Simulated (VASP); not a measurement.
# CoO in VASP: further runs, part 2 of 2

VASP 6.6.1. The steps go on from the part before.

## 3. Single point, PBE, collinear spin, ferromagnetic start (zz strain of -1 %)

Contents of INCAR:

```
PREC = Accurate
ENCUT = 520
EDIFF = 1E-7
ISMEAR = -1
SIGMA = 0.05
LREAL = False
LASPH = True
NELM = 150
ALGO = Normal
ISIF = 2
LWAVE = False
LCHARG = False
ISPIN = 2
MAGMOM = 2 0
LORBIT = 11
LMAXMIX = 4
GGA = PE
NBANDS = 18
```

Contents of KPOINTS:

```
regular mesh
0
Gamma
  16 16 16
```

Contents of POSCAR:

```
CoO
1.0
    0.0000000000      2.1315000000      2.1101850000
    2.1315000000      0.0000000000      2.1101850000
    2.1315000000      2.1315000000      0.0000000000
Co O
1 1
Direct
    0.0000000000      0.0000000000      0.0000000000
    0.5000000000      0.5000000000      0.5000000000
```

Potentials or basis: VASP PAW PBE potentials, release 64 (Co, O).

Run with:

```
cat potpaw_PBE.64/Co/POTCAR potpaw_PBE.64/O/POTCAR > POTCAR
mpirun -np 1 vasp_std > vasp.out
```

OUTCAR:

```text
PREC = Accurate
   ENCUT = 520
   EDIFF = 1E-7
   ISMEAR = -1
   LREAL = False
   LASPH = True
   NELM = 150
   ISIF = 2
   ISPIN = 2
   LORBIT = 11
   GGA = PE

 ion  position               nearest neighbor table
   1  0.000  0.000  0.000-   2 2.11   2 2.11   2 2.13   2 2.13   2 2.13   2 2.13
   2  0.500  0.500  0.500-   1 2.11   1 2.11   1 2.13   1 2.13   1 2.13   1 2.13

  LATTYP: Found a body centered tetragonal cell.
 ALAT       =     3.0143962082
 C/A-ratio  =     1.4000714267

[... 1224 lines left out ...]
  external PRESSURE =      -7.1810083 kB  Pullay stress =       0.0000000 kB

 VOLUME and BASIS-vectors are now :
 -----------------------------------------------------------------------------
  energy-cutoff  :      520.00
  volume of cell :       19.17
      direct lattice vectors                 reciprocal lattice vectors
     0.000000000  2.131500000  2.110185000    -0.234576589  0.234576589  0.236946050
     2.131500000  0.000000000  2.110185000     0.234576589 -0.234576589  0.236946050
     2.131500000  2.131500000  0.000000000     0.234576589  0.234576589 -0.236946050

 POSITION                                       TOTAL-FORCE (eV/Angst)
 -----------------------------------------------------------------------------------
      0.00000      0.00000      0.00000         0.000000      0.000000      0.000000
      2.13150      2.13150      2.11018         0.000000      0.000000      0.000000
 -----------------------------------------------------------------------------------
    total drift:                                0.000000     -0.000000     -0.000000

  FREE ENERGIE OF THE ION-ELECTRON SYSTEM (eV)
  ---------------------------------------------------
  free  energy   TOTEN  =       -13.0634054103 eV

  energy  without entropy=      -13.0279837235  energy(sigma->0) =      -13.04569457

 total charge

# of ion       s       p       d       tot
------------------------------------------
    1        0.296   0.361   7.150   7.807
    2        1.556   3.427   0.000   4.983
--------------------------------------------------
tot          1.852   3.788   7.150  12.790

 magnetization (x)

# of ion       s       p       d       tot
------------------------------------------
    1        0.021   0.018   2.499   2.537
    2        0.029   0.262   0.000   0.290
--------------------------------------------------
tot          0.049   0.279   2.499   2.827
```

OSZICAR:

```text
N       E                     dE             d eps       ncg     rms          rms(c)
DAV:   1     0.784208310639E+02    0.78421E+02   -0.65693E+03 26064   0.957E+02
DAV:   2    -0.105257106733E+02   -0.88947E+02   -0.76748E+02 26472   0.223E+02
[... 12 lines left out ...]
DAV:  15    -0.130634031199E+02    0.96758E-04   -0.14398E-04 32446   0.292E-01    0.402E-02
DAV:  16    -0.130634039001E+02   -0.78021E-06   -0.48147E-05 36858   0.747E-02    0.163E-02
DAV:  17    -0.130634042999E+02   -0.39983E-06   -0.35050E-06 29276   0.165E-02    0.110E-02
DAV:  18    -0.130634050942E+02   -0.79420E-06   -0.31684E-06 35080   0.281E-02    0.338E-03
DAV:  19    -0.130634054811E+02   -0.38697E-06   -0.62494E-07 28210   0.594E-03    0.217E-03
DAV:  20    -0.130634054103E+02    0.70807E-07   -0.41316E-08 14032   0.325E-03
   1 F= -.13063405E+02 E0= -.13045695E+02  d E =-.354217E-01  mag=     2.8769
```

Wall time 1.8 min (1 thread of Intel Xeon 6975P-C (Granite Rapids), shared host); peak memory 0.29 GiB.

Results:

```
Free energy                                           : -13.0634 eV
Pressure                                              : -0.7 GPa
Net moment                                            : 2.88 μB per cell
Site moments                                          : Co +2.54; O +0.29 μB
Valence electrons inside the program's atomic spheres : Co 7.81; O 4.98
```

Stress tensor (GPa, compression positive):
```
-0.75  0.00  0.00
 0.00 -0.75  0.00
 0.00  0.00 -0.66
```

Caveat: the cell differs from its parent crystal (zz strain of -1 %); a cell with one magnetic atom can't hold antiferromagnetic order, which such compounds often take.
